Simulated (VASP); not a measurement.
Here is a VASP 6.6.1 calculation.

The input INCAR:

```
SYSTEM = MoS2
PREC = Accurate ; ENCUT = 520
EDIFF = 1E-6 ; ISMEAR = -1
SIGMA = 0.05 ; LREAL = .FALSE.
LASPH = .TRUE. ; NELM = 60
ALGO = Normal ; ISIF = 2
LWAVE = .FALSE. ; LCHARG = .TRUE.
GGA = PE ; IVDW = 12
LELF = .TRUE. ; LVHAR = .TRUE.
NBANDS = 35
```

File KPOINTS:

```
regular mesh
0
G
  10 10 3
  0 0 0
```

File POSCAR:

```
MoS2
1.0
    3.2311530343      0.0000000000      0.0000000000
   -1.6155765171      2.7982606112      0.0000000000
    0.0000000000      0.0000000000     12.5657084235
Mo S
2 4
Direct
    0.6666666667      0.3333333333      0.7500000000
    0.3333333333      0.6666666667      0.2500000000
    0.6666666667      0.3333333333      0.3770000000
    0.3333333333      0.6666666667      0.8770000000
    0.6666666667      0.3333333333      0.1230000000
    0.3333333333      0.6666666667      0.6230000000
```

Potentials or basis: VASP PAW PBE potentials, release 64 (Mo_sv, S).

Launch:

```console
$ cat potpaw_PBE.64/Mo_sv/POTCAR potpaw_PBE.64/S/POTCAR > POTCAR
$ mpirun -np 1 vasp_std > vasp.out
```

Predict the dispersion energy per atom.

-0.399 eV.

Predict the pressure.

-9.4 GPa.

Stress tensor (GPa, compression positive):
```
-9.21  0.00  0.00
 0.00 -9.21  0.00
 0.00  0.00 -9.71
```
